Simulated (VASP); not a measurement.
# TaN (P-6m2) in VASP: further runs, part 2 of 2

VASP 6.6.1. The steps go on from the part before.

## 3. Elastic constants, PBEsol

INCAR

```
SYSTEM = TaN
PREC     = Accurate       ! precision mode
ENCUT    = 600            ! plane-wave cutoff, eV
EDIFF    = 1E-8           ! SCF threshold, eV
ISMEAR   = -1             ! smearing method
SIGMA    = 0.05           ! smearing width, eV
LREAL    = .False.        ! projectors in reciprocal space
LASPH    = .True.         ! aspherical terms in the spheres
NELM     = 60             ! most SCF steps
ALGO     = Normal         ! electronic algorithm
ISIF     = 3              ! what is computed and relaxed
LWAVE    = .False.        ! write WAVECAR
LCHARG   = .True.         ! write CHGCAR
GGA      = PS             ! functional
IBRION   = 6              ! ionic algorithm
NFREE    = 2            
POTIM    = 0.015          ! step
NSW      = 1              ! ionic steps
```

KPOINTS

```
regular mesh
0
Gamma
  10 10 8
  0 0 0
```

POSCAR

```
TaN
1.0
    2.9380000000      0.0000000000      0.0000000000
   -1.4690000000      2.5443826363      0.0000000000
    0.0000000000      0.0000000000      2.8830000000
Ta N
1 1
Direct
    0.0000000000      0.0000000000      0.5000000000
    0.6666666667      0.3333333333      0.0000000000
```

Potentials or basis: VASP PAW PBE potentials, release 64 (Ta_pv, N).

Run with:

```bash
$ cat potpaw_PBE.64/Ta_pv/POTCAR potpaw_PBE.64/N/POTCAR > POTCAR
$ mpirun -np 1 vasp_std > vasp.out
```

OUTCAR:

```text
SYSTEM = TaN
   PREC = Accurate
   ENCUT = 600
   EDIFF = 1E-8
   ISMEAR = -1
   LREAL = .False.
   LASPH = .True.
   NELM = 60
   ISIF = 3
   GGA = PS
   IBRION = 6
   NFREE = 2
   POTIM = 0.015
   NSW = 1

 ion  position               nearest neighbor table
   1  0.000  0.000  0.500-   2 2.23   2 2.23   2 2.23   2 2.23   2 2.23   2 2.23
   2  0.667  0.333  0.000-   1 2.23   1 2.23   1 2.23   1 2.23   1 2.23   1 2.23

  LATTYP: Found a hexagonal cell.
 ALAT       =     2.9380000000
 C/A-ratio  =     0.9812797822

  Lattice vectors:

 A1 = (   2.9380000000,   0.0000000000,   0.0000000000)
 A2 = (  -1.4690000000,   2.5443826363,   0.0000000000)
 A3 = (   0.0000000000,   0.0000000000,   2.8830000000)

Analysis of symmetry for initial positions (statically):
=====================================================================
 Subroutine PRICEL returns:
 Original cell was already a primitive cell.

 Routine SETGRP: Setting up the symmetry group for a
 hexagonal supercell.

 Subroutine GETGRP returns: Found 12 space group operations
 (whereof 12 operations were pure point group operations)
 out of a pool of 24 trial point group operations.

The static configuration has the point symmetry D_3h.

[... 728 lines left out ...]
  Total       -0.5601675     -0.5601675     -0.5496704      0.0000000      0.0000000      0.0000000
  in kB      -41.6437305    -41.6437305    -40.8633585      0.0000000      0.0000000      0.0000000
  external PRESSURE =     -41.3836065 kB  Pullay stress =       0.0000000 kB
[... 17 lines left out ...]
  FREE ENERGIE OF THE ION-ELECTRON SYSTEM (eV)
  ---------------------------------------------------
  free  energy   TOTEN  =       -23.8032502379 eV

  energy  without entropy=      -23.8027397479  energy(sigma->0) =      -23.80299499

 INTERNAL STRAIN TENSORS FROM STRAINED CELLS
 ============================================

 INTERNAL STRAIN TENSOR FOR ION    1 for displacements in x,y,z  (eV/Angst):
          X           Y           Z          XY          YZ          ZX
  --------------------------------------------------------------------------------
  x     0.00000     0.00000    -0.00000     1.67292    -0.00000     0.00000
  y     1.67732    -1.68057    -0.00000    -0.00005     0.00005     0.00013
  z     0.00000     0.00000     0.00000     0.00000     0.00288     0.00000

 INTERNAL STRAIN TENSORS FROM DISPLACED ATOMS
 ============================================

 INTERNAL STRAIN TENSOR FOR ION    1 for displacements in x,y,z  (eV/Angst):
          X           Y           Z          XY          YZ          ZX
  --------------------------------------------------------------------------------
  x     0.00000    -0.00000     0.00000     1.76362     0.00000     0.00000
  y     1.76362    -1.76362     0.00000     0.00000     0.00000     0.00000
  z     0.00000     0.00000     0.00000     0.00000     0.00000     0.00000

 INTERNAL STRAIN TENSOR FOR ION    2 for displacements in x,y,z  (eV/Angst):
          X           Y           Z          XY          YZ          ZX
  --------------------------------------------------------------------------------
  x     0.00000     0.00000     0.00000    -1.76201     0.00000     0.00000
  y    -1.76201     1.76201     0.00000     0.00000     0.00000     0.00000
  z     0.00000     0.00000     0.00000     0.00000     0.00000     0.00000

 Eigenvectors and eigenvalues of the dynamical matrix
 ----------------------------------------------------

   1 f  =   16.135413 THz   101.381792 2PiTHz  538.219453 cm-1    66.730677 meV
             X         Y         Z           dx          dy          dz
      0.000000  0.000000  1.441500    -0.000000    0.000000   -0.268042
      1.469000  0.848128  0.000000     0.000000    0.000000    0.963407
[... 21 lines left out ...]
   6 f/i=    0.000871 THz     0.005474 2PiTHz    0.029061 cm-1     0.003603 meV
             X         Y         Z           dx          dy          dz
      0.000000  0.000000  1.441500     0.000000    0.000000    0.963407
      1.469000  0.848128  0.000000    -0.000000    0.000000    0.268042

--------------------------------------------------------------------------------------------------------

 ELASTIC MODULI CONTR FROM IONIC RELAXATION (kBar)
 Direction    XX          YY          ZZ          XY          YZ          ZX
 --------------------------------------------------------------------------------
 XX         -17.6656     17.6656      0.0000     -0.0000      0.0000      0.0000
 YY          17.6656    -17.6656      0.0000      0.0000      0.0000      0.0000
 ZZ           0.0000      0.0000      0.0000      0.0000      0.0000      0.0000
 XY          -0.0000      0.0000      0.0000    -17.6656      0.0000      0.0000
 YZ           0.0000      0.0000      0.0000      0.0000      0.0000      0.0000
 ZX           0.0000      0.0000      0.0000      0.0000      0.0000      0.0000
 --------------------------------------------------------------------------------

 TOTAL ELASTIC MODULI (kBar)
 Direction    XX          YY          ZZ          XY          YZ          ZX
 --------------------------------------------------------------------------------
 XX        6494.2823   2109.8785   1510.4612     -0.0000      0.0000     -0.0000
 YY        2109.8785   6494.2823   1510.4612      0.0000      0.0000      0.0000
 ZZ        1510.4612   1510.4612   8337.3479      0.0000     -0.0000      0.0000
 XY          -0.0000      0.0000      0.0000   2192.2019      0.0000      0.0000
 YZ           0.0000      0.0000     -0.0000      0.0000   2451.2210      0.0000
 ZX          -0.0000      0.0000      0.0000      0.0000      0.0000   2451.2202
 --------------------------------------------------------------------------------
```

OSZICAR:

```text
N       E                     dE             d eps       ncg     rms          rms(c)
DAV:   1     0.101830139711E+03    0.10183E+03   -0.10158E+04  1680   0.156E+03
DAV:   2    -0.218582311457E+02   -0.12369E+03   -0.11776E+03  1912   0.369E+02
DAV:   3    -0.260914559637E+02   -0.42332E+01   -0.41537E+01  2084   0.677E+01
[... 250 lines left out ...]
DAV:   4    -0.238032531058E+02    0.12082E-05   -0.18956E-04  2720   0.126E-01    0.209E-02
DAV:   5    -0.238032511482E+02    0.19576E-05   -0.49828E-06  2612   0.272E-02    0.117E-02
DAV:   6    -0.238032502716E+02    0.87661E-06   -0.12845E-06  2572   0.136E-02    0.168E-03
DAV:   7    -0.238032502425E+02    0.29043E-07   -0.20267E-07  2688   0.474E-03    0.587E-04
DAV:   8    -0.238032502379E+02    0.46314E-08   -0.15549E-08  2104   0.130E-03
  21 F= -.23803250E+02 E0= -.23802995E+02  d E =-.510490E-03
```

stdout:

```text
POSCAR found type information on POSCAR TaN
 POSCAR found :  2 types and       2 ions
 scaLAPACK will be used
 -----------------------------------------------------------------------------
|                                                                             |
|                                                                             |
|     You enforced a specific xc type in the INCAR file but a different       |
|     I HOPE YOU KNOW WHAT YOU ARE DOING!                                     |
[... 40 lines left out ...]
 Finite differences progress:
 bond charge predicted
 Finite differences progress:
 bond charge predicted
 Finite differences progress:
 bond charge predicted
 Finite differences progress:
 bond charge predicted
 Finite differences progress:
 bond charge predicted
 Finite differences progress:
 bond charge predicted
 Finite differences progress:
```

Run time: 3.2 min. Hardware: 1 thread of Intel Xeon 6975P-C (Granite Rapids), shared host; peak memory 0.3 GiB.

What came out:

| Quantity | Value |
| --- | --- |
| Voigt bulk modulus | 351 GPa |
| Highest phonon frequency at Γ, LO-TO splitting left out | 538 cm⁻¹ |

Phonon frequencies in cm⁻¹ (negative: imaginary):
```tsv
q point	frequencies
(0.000, 0.000, 0.000)	0 0 0 523 523 538
```

Elastic tensor in Voigt notation (GPa, in the Cartesian axes of the cell as first typed):
```
649 211 151   0   0   0
211 649 151   0   0   0
151 151 834   0   0   0
  0   0   0 245   0   0
  0   0   0   0 245   0
  0   0   0   0   0 219
```

Clamped-ion elastic tensor (GPa):
```
651 209 151   0   0   0
209 651 151   0   0   0
151 151 834   0   0   0
  0   0   0 245   0   0
  0   0   0   0 245   0
  0   0   0   0   0 221
```

Caveat: the cell is under stress, which shifts elastic constants; the PAW data sets were made with another functional, which shifts forces and pressure a little; spin-orbit coupling is left out, which moves the levels of the heavy elements.

## 4. Density of states, PBEsol

POSCAR is that of step 3.

INCAR.step1

```
PREC     = Accurate       # precision mode
ENCUT    = 520            # plane-wave cutoff, eV
EDIFF    = 1E-6           # SCF threshold, eV
ISMEAR   = -1             # smearing method
SIGMA    = 0.05           # smearing width, eV
LREAL    = False          # projectors in reciprocal space
LASPH    = True           # aspherical terms in the spheres
NELM     = 80             # most SCF steps
ALGO     = Normal         # electronic algorithm
ISIF     = 2              # what is computed and relaxed
LWAVE    = False          # write WAVECAR
LCHARG   = True           # write CHGCAR
LMAXMIX  = 4              # l up to which the mixer works
GGA      = PS             # functional
NBANDS   = 15             # bands
```

KPOINTS.step1

```
Automatic mesh
0
Gamma
  10 10 9
```

INCAR.step2

```
PREC     = Accurate       # precision mode
ENCUT    = 520            # plane-wave cutoff, eV
EDIFF    = 1E-6           # SCF threshold, eV
ISMEAR   = -5             # smearing method
SIGMA    = 0.05           # smearing width, eV
LREAL    = False          # projectors in reciprocal space
LASPH    = True           # aspherical terms in the spheres
NELM     = 80             # most SCF steps
ALGO     = Normal         # electronic algorithm
ISIF     = 2              # what is computed and relaxed
LWAVE    = False          # write WAVECAR
LCHARG   = False          # write CHGCAR
LMAXMIX  = 4              # l up to which the mixer works
GGA      = PS             # functional
LORBIT   = 11             # projections on sites
NEDOS    = 1001           # points of the DOS
ICHARG   = 11             # starting density
```

KPOINTS.step2

```
Automatic mesh
0
Gamma
  15 15 14
```

Potentials or basis: VASP PAW PBE potentials, release 64 (Ta_pv, N).

Run with:

```bash
$ cat potpaw_PBE.64/Ta_pv/POTCAR potpaw_PBE.64/N/POTCAR > POTCAR
$ cp INCAR.step1 INCAR
$ cp KPOINTS.step1 KPOINTS
$ mpirun -np 1 vasp_std > vasp.out
$ cp INCAR.step2 INCAR
$ cp KPOINTS.step2 KPOINTS
$ mpirun -np 1 vasp_std > vasp.out
```

OUTCAR:

```text
PREC = Accurate
   ENCUT = 520
   EDIFF = 1E-6
   ISMEAR = -5
   LREAL = False
   LASPH = True
   NELM = 80
   ISIF = 2
   GGA = PS
   LORBIT = 11
   ICHARG = 11

 ion  position               nearest neighbor table
   1  0.000  0.000  0.500-   2 2.23   2 2.23   2 2.23   2 2.23   2 2.23   2 2.23
   2  0.667  0.333  0.000-   1 2.23   1 2.23   1 2.23   1 2.23   1 2.23   1 2.23

  LATTYP: Found a hexagonal cell.
[... 559 lines left out ...]
  -------------------------------------------------------------------------------------
  Total       -0.5404819     -0.5404819     -0.5631236      0.0000000      0.0000000     -0.0000000
  in kB      -40.1802691    -40.1802691    -41.8634915      0.0000000      0.0000000     -0.0000000
  external PRESSURE =     -40.7413432 kB  Pullay stress =       0.0000000 kB

 VOLUME and BASIS-vectors are now :
 -----------------------------------------------------------------------------
  energy-cutoff  :      520.00
  volume of cell :       21.55
      direct lattice vectors                 reciprocal lattice vectors
     2.938000000  0.000000000  0.000000000     0.340367597  0.196511324  0.000000000
    -1.469000000  2.544382636  0.000000000     0.000000000  0.393022648  0.000000000
     0.000000000  0.000000000  2.883000000     0.000000000  0.000000000  0.346860909

 POSITION                                       TOTAL-FORCE (eV/Angst)
 -----------------------------------------------------------------------------------
      0.00000      0.00000      1.44150        -0.000000      0.000000      0.000000
      1.46900      0.84813      0.00000         0.000000     -0.000000      0.000000
 -----------------------------------------------------------------------------------
    total drift:                               -0.000264      0.000153      0.000000

  FREE ENERGIE OF THE ION-ELECTRON SYSTEM (eV)
  ---------------------------------------------------
  free  energy   TOTEN  =       -23.8025618000 eV

  energy  without entropy=      -23.8025618000  energy(sigma->0) =      -23.80256180

 total charge

# of ion       s       p       d       tot
------------------------------------------
    1        0.305   6.267   2.437   9.009
    2        1.221   2.492   0.000   3.713
--------------------------------------------------
tot          1.526   8.759   2.437  12.721
```

OUTCAR.step1:

```text
PREC = Accurate
   ENCUT = 520
   EDIFF = 1E-6
   ISMEAR = -1
   LREAL = False
[... 655 lines left out ...]
      0.00000      0.00000      1.44150        -0.000000      0.000000      0.000000
      1.46900      0.84813      0.00000         0.000000      0.000000      0.000000
 -----------------------------------------------------------------------------------
    total drift:                               -0.000000      0.000000      0.000000

  FREE ENERGIE OF THE ION-ELECTRON SYSTEM (eV)
  ---------------------------------------------------
  free  energy   TOTEN  =       -23.8034319765 eV

  energy  without entropy=      -23.8031032094  energy(sigma->0) =      -23.80326759
```

OSZICAR.step1:

```text
N       E                     dE             d eps       ncg     rms          rms(c)
DAV:   1     0.916053850121E+02    0.91605E+02   -0.88093E+03  2108   0.112E+03
DAV:   2    -0.230904758608E+02   -0.11470E+03   -0.10846E+03  2499   0.305E+02
DAV:   3    -0.261283298672E+02   -0.30379E+01   -0.30265E+01  2471   0.478E+01
DAV:   4    -0.261407083333E+02   -0.12378E-01   -0.12375E-01  2674   0.334E+00
DAV:   5    -0.261407818063E+02   -0.73473E-04   -0.73468E-04  2492   0.240E-01    0.238E+01
DAV:   6    -0.239047360535E+02    0.22360E+01   -0.35206E+00  2731   0.224E+01    0.102E+01
DAV:   7    -0.238399553550E+02    0.64781E-01   -0.58292E-01  2310   0.584E+00    0.693E+00
DAV:   8    -0.238111758095E+02    0.28780E-01   -0.15386E-01  2611   0.326E+00    0.145E+00
DAV:   9    -0.238035559584E+02    0.76199E-02   -0.16750E-02  2310   0.106E+00    0.209E-01
DAV:  10    -0.238035123074E+02    0.43651E-04   -0.11366E-03  2632   0.398E-01    0.851E-02
DAV:  11    -0.238034313493E+02    0.80958E-04   -0.96922E-05  2436   0.109E-01    0.103E-02
DAV:  12    -0.238034320583E+02   -0.70903E-06   -0.13175E-05  2233   0.316E-02    0.509E-03
DAV:  13    -0.238034319765E+02    0.81801E-07   -0.31815E-08  1134   0.182E-03
   1 F= -.23803432E+02 E0= -.23803268E+02  d E =-.328767E-03
```

Run time: 32 s. Hardware: 1 thread of Intel Xeon 6975P-C (Granite Rapids), shared host; peak memory 0.18 GiB.

What came out:

* Valence electrons inside the program's atomic spheres: Ta 9.01; N 3.71

Levels at points of the mesh, in eV from the Fermi level:
| k point | band 4 | band 5 | band 6 | band 7 | band 8 | band 9 | band 10 | band 11 | band 12 |
| --- | --- | --- | --- | --- | --- | --- | --- | --- | --- |
| (0.00, 0.00, 0.00) | -17.72 | -4.54 | -4.54 | -4.21 | -2.89 | 2.23 | 3.62 | 3.62 | 4.00 |
| (0.00, 0.00, 0.50) | -15.03 | -9.37 | -3.73 | -3.73 | -0.09 | -0.09 | 2.46 | 3.32 | 3.32 |

Caveat: the PAW data sets were made with another functional, which shifts forces and pressure a little; spin-orbit coupling is left out, which moves the levels of the heavy elements; tetrahedron occupations give inexact forces and stress in metals.
